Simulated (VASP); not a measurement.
Set up this calculation in VASP 6.6.1, as the native input.

| Item | Value |
| --- | --- |
| Task | single point |
| Functional | PBEsol |
| Potentials or basis | VASP PAW PBE potentials, release 64 (Ta_pv, Si) |
| Cutoff | 520 eV |
| k mesh | 12 × 12 × 6 |
| Occupations | gaussian, width 0.1 eV |
| Spin | no spin polarisation |
| Dipole correction | no |
| Further INCAR settings | ALGO = Normal; EDIFF = 1e-06; NBANDS = 38 |

The structure of TaSi2 lies in POSCAR:

```
TaSi2
1.0
    4.9514298516      0.0000000000      0.0000000000
   -2.4757149258      4.2880640366      0.0000000000
    0.0000000000      0.0000000000      6.3987956078
Ta Si
3 6
Direct
    0.5000000000      0.0000000000      0.0000000000
    0.5000000000      0.5000000000      0.6666666667
    0.0000000000      0.5000000000      0.3333333333
    0.1585231243      0.3170462485      0.0000000000
    0.8414768757      0.1585231243      0.6666666667
    0.6829537515      0.8414768757      0.3333333333
    0.8414768757      0.6829537515      0.0000000000
    0.1585231243      0.8414768757      0.6666666667
    0.3170462485      0.1585231243      0.3333333333
```

This cell differs from its parent crystal: biaxial strain in the a-b plane: +4.0 %.

These files were run (other wordings do the same):

INCAR

```
SYSTEM = TaSi2
PREC = Accurate
ENCUT = 520
EDIFF = 1E-6
ISMEAR = 0
SIGMA = 0.1
LREAL = .FALSE.
LASPH = .TRUE.
NELM = 100
ALGO = Normal
ISIF = 2
LWAVE = .FALSE.
LCHARG = .TRUE.
GGA = PS
LELF = .TRUE.
LVHAR = .TRUE.
NBANDS = 38
```

KPOINTS

```
regular mesh
0
G
  12 12 6
  0 0 0
```

Potentials or basis: VASP PAW PBE potentials, release 64 (Ta_pv, Si).

The run is started by

```sh
$ cat potpaw_PBE.64/Ta_pv/POTCAR potpaw_PBE.64/Si/POTCAR > POTCAR
$ mpirun -np 1 vasp_std > vasp.out
```

It gave:

- Pressure: -7.1 GPa
- Largest force: 0.058 eV/Å
- Band gap on the k mesh: zero (an odd number of electrons rules out a gap without spin polarisation)

Caveat: the cell differs from its parent crystal (biaxial strain in the a-b plane: +4.0 %); the stress differs along the axes, from -13 to 5 GPa; the PAW data sets were made with another functional, which shifts forces and pressure a little; spin-orbit coupling is left out, which moves the levels of the heavy elements; an odd number of electrons without spin polarisation forces a metal; a magnetic or distorted state may lie lower.

Wall time 6 min on 1 thread of Intel(R) Xeon(R) Platinum 8488C (Sapphire Rapids) (shared host), peak memory 0.45 GiB.
